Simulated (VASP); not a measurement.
Wanted: the native input for a VASP 6.6.1 run.

```
Task                   : single point
Functional             : PBE
Dispersion             : D3(BJ)
Potentials or basis    : VASP PAW PBE potentials, release 64 (S, Mo_sv)
Cutoff                 : 520 eV
k mesh                 : 6 × 6 × 2
Occupations            : gaussian, width 0.1 eV
Spin                   : collinear spin
Starting moments       : [0.0, 0.0, 0.0, 0.0, 1.0, 1.0] μB
Dipole correction      : no
Further INCAR settings : ALGO = Normal; EDIFF = 1e-06; NBANDS = 39
```

The structure of MoS2 lies in POSCAR:

```
MoS2
1.0
    3.1260910016      0.0000000000      0.0000000000
   -1.5630455008      2.7072742220      0.0000000000
    0.0000000000      0.0000000000     12.2496610554
S Mo
4 2
Direct
    0.3333333333      0.6666666667      0.1172435443
    0.6666666667      0.3333333333      0.6175254370
    0.6666666667      0.3333333333      0.8827564557
    0.3333333333      0.6666666667      0.3824745630
    0.3333333333      0.6666666667      0.7501434882
    0.6666666667      0.3333333333      0.2498565118
```

These files were run (other wordings do the same):

INCAR

```
SYSTEM = MoS2
  PREC = Accurate
  ENCUT = 520
  EDIFF = 1E-6
  ISMEAR = 0
  SIGMA = 0.1
  LREAL = .FALSE.
  LASPH = .TRUE.
  NELM = 150
  ALGO = Normal
  ISIF = 2
  LWAVE = .FALSE.
  LCHARG = .FALSE.
  ISPIN = 2
  MAGMOM = 0 0 0 0 1 1
  LORBIT = 11
  LMAXMIX = 4
  GGA = PE
  IVDW = 12
  NBANDS = 39
```

KPOINTS

```
Automatic mesh
0
G
  6 6 2
  0 0 0
```

Potentials or basis: VASP PAW PBE potentials, release 64 (S, Mo_sv).

Run with:

```console
$ cat potpaw_PBE.64/S/POTCAR potpaw_PBE.64/Mo_sv/POTCAR > POTCAR
$ mpirun -np 1 vasp_std > vasp.out
```

Results of the run:

- Pressure: -3.7 GPa
- Largest force: 0.927 eV/Å
- Band gap on the k mesh: 0.83 eV (least direct gap 1.85 eV)
- Net moment: 0.00 μB per cell
- Valence electrons inside the program's atomic spheres: S 3.69; Mo 12.42
- Dispersion energy per atom: -0.438 eV

Caveat: the stress differs along the axes, from -9 to -1 GPa.

Wall time 2.1 min on 1 thread of Intel(R) Xeon(R) Platinum 8488C (Sapphire Rapids), on a shared host, peak memory 0.31 GiB.
